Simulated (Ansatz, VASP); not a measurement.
# Two plane-wave programs on Al2Cu

File INCAR:

```
PREC     = Accurate       # precision mode
ENCUT    = 520            # plane-wave cutoff, eV
EDIFF    = 1E-6           # SCF threshold, eV
ISMEAR   = 0              # smearing method
SIGMA    = 0.15           # smearing width, eV
LREAL    = F              # projectors in reciprocal space
LASPH    = T              # aspherical terms in the spheres
NELM     = 80             # most SCF steps
ALGO     = Fast           # electronic algorithm
ISIF     = 2              # what is computed and relaxed
LWAVE    = F              # write WAVECAR
LCHARG   = T              # write CHGCAR
GGA      = PS             # functional
LELF     = T              # ELF
LVHAR    = T            
NBANDS   = 26             # bands
```

Contents of KPOINTS:

```
Automatic mesh
0
Gamma
  10 10 10
```

Contents of POSCAR:

```
Al2Cu
1.0
   -3.0864000000      3.0864000000      2.4862000000
    3.0864000000     -3.0864000000      2.4862000000
    3.0864000000      3.0864000000     -2.4862000000
Al Cu
4 2
Direct
    0.1593210787      0.6593210787      0.8186421574
    0.6593210787      0.8406789213      0.5000000000
    0.8406789213      0.3406789213      0.1813578426
    0.3406789213      0.1593210787      0.5000000000
    0.7500000000      0.7500000000      0.0000000000
    0.2500000000      0.2500000000      0.0000000000
```

Input for Ansatz:

```yaml
crystal:
  lattice:
    - [-3.0864, 3.0864, 2.4862]
    - [3.0864, -3.0864, 2.4862]
    - [3.0864, 3.0864, -2.4862]
  atoms:
    - { symbol: Al, position: [0.1593210787, 0.6593210787, 0.8186421574] }
    - { symbol: Al, position: [0.6593210787, 0.8406789213, 0.5] }
    - { symbol: Al, position: [0.8406789213, 0.3406789213, 0.1813578426] }
    - { symbol: Al, position: [0.3406789213, 0.1593210787, 0.5] }
    - { symbol: Cu, position: [0.75, 0.75, 0.0] }
    - { symbol: Cu, position: [0.25, 0.25, 0.0] }
basis:
  ecutwfc: 520.0
kpoints:
  mp_grid: { grid: [10, 10, 10] }
hamiltonian:
  xc: pbesol
  pseudopotentials: { kind: paw, azcp: { folder: soft_1 } }
scf:
  occupations: { method: gaussian, width: 0.15 }
output:
  forces: true
  stress: true
  eigenvalues: true
```

Alike in both runs: task single point; functional PBEsol; k mesh 10 × 10 × 10; occupations gaussian, width 0.15 eV; no spin polarisation.

|  | VASP | Ansatz |
| --- | --- | --- |
| version | VASP 6.6.1 | Ansatz 0.2.0 |
| potentials or method | VASP PAW PBE potentials, release 64 (Al, Cu), cutoff 520 eV | scalar-relativistic, plane waves, PAW |
| valence electrons in the cell | 34 | 50 |

Ansatz gave:

```
gap on the k mesh at the Fermi level (eV)                     : none
pressure (GPa)                                                : -7.9
traceless stress, the component that is largest in VASP (GPa) : -0.08
rms of the force components (eV/Å)                            : 0.025
```

Problem. What did VASP give for the same quantities?

Solution. gap on the k mesh at the Fermi level (eV): none; pressure (GPa): -7.8; traceless stress, the component that is largest in VASP (GPa): -0.05; rms of the force components (eV/Å): 0.023.

VASP's potentials were made for PBE, not for PBEsol, and Ansatz warns of the same on its side. Atom by atom the forces differ by 0.001 eV/Å (rms over components). A gap of «none» marks a metal or a gap that the smearing closes. With one functional, cell and mesh, what is left measures potentials, basis and numerics. VASP's potentials hold 34 valence electrons a cell and Ansatz's 50, so a difference there can come from the potentials and not from the codes.
